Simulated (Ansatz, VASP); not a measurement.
**Na3CuBi: VASP beside Ansatz**

The input INCAR:

```
SYSTEM = Na3CuBi
ALGO = Fast ; EDIFF = 1E-6
EDIFFG = -0.01 ; ENCUT = 600
GGA = PE ; IBRION = 2
ISIF = 3 ; ISMEAR = 0
LASPH = .True. ; LCHARG = .False.
LREAL = .False. ; LWAVE = .False.
NELM = 60 ; NSW = 100
PREC = Accurate ; SIGMA = 0.1
```

Contents of KPOINTS:

```
k-points
0
Gamma
  6 6 6
  0 0 0
```

File POSCAR:

```
Na3CuBi
1.0
    5.9250181564      0.0000000000      0.0000000000
    0.0000000000      5.9250181564      0.0000000000
    0.0000000000      0.0000000000      5.9250181564
Na Cu Bi
3 1 1
Direct
    0.0000000000      0.5000000000      0.5000000000
    0.5000000000      0.0000000000      0.5000000000
    0.5000000000      0.5000000000      0.0000000000
    0.0000000000      0.0000000000      0.0000000000
    0.5000000000      0.5000000000      0.5000000000
```

Input for Ansatz:

```yaml
crystal:
  lattice:
    - [5.9250181564, 0.0, 0.0]
    - [0.0, 5.9250181564, 0.0]
    - [0.0, 0.0, 5.9250181564]
  atoms:
    - { symbol: Na, position: [0.0, 0.5, 0.5] }
    - { symbol: Na, position: [0.5, 0.0, 0.5] }
    - { symbol: Na, position: [0.5, 0.5, 0.0] }
    - { symbol: Cu, position: [0.0, 0.0, 0.0] }
    - { symbol: Bi, position: [0.5, 0.5, 0.5] }
basis:
  ecutwfc: 420
kpoints:
  mp_grid: { grid: [6, 6, 6] }
hamiltonian:
  xc: pbe
scf:
  occupations: { method: gaussian, width: 0.1 }
output:
  forces: true
  stress: true
  eigenvalues: true
relax:
  adjacent_minimum: "off"
  f_tol: 0.01
  max_steps: 80
  cell: { stress_tol: 0.05 }
```

Alike in both runs: task relaxation of cell and atoms; functional PBE; k mesh 6 × 6 × 6; occupations gaussian, width 0.1 eV; no spin polarisation.

```csv
,VASP,Ansatz
version,VASP 6.6.1,Ansatz 0.2.0
potentials or method,"VASP PAW PBE potentials, release 64 (Na_pv, Cu, Bi_d), cutoff 600 eV","scalar-relativistic, plane waves, PAW"
valence electrons in the cell,47,61
```

Ansatz gave:

| Item | Value |
| --- | --- |
| gap on the k mesh at the Fermi level, each at its own relaxed structure (eV) | none |
| relaxed volume (Å³/atom) | 42.29 |
| relaxed length of the cell vector where the two differ most in proportion (Å) | 5.958 |

**Question.** What did VASP give for the same quantities?

**Answer.** gap on the k mesh at the Fermi level, each at its own relaxed structure (eV): none; relaxed volume (Å³/atom): 42.22; relaxed length of the cell vector where the two differ most in proportion (Å): 5.954.

A gap of «none» marks a metal or a gap that the smearing closes. VASP's potentials hold 47 valence electrons a cell and Ansatz's 61, so a difference there can come from the potentials and not from the codes.

Neither program's run includes spin-orbit coupling.
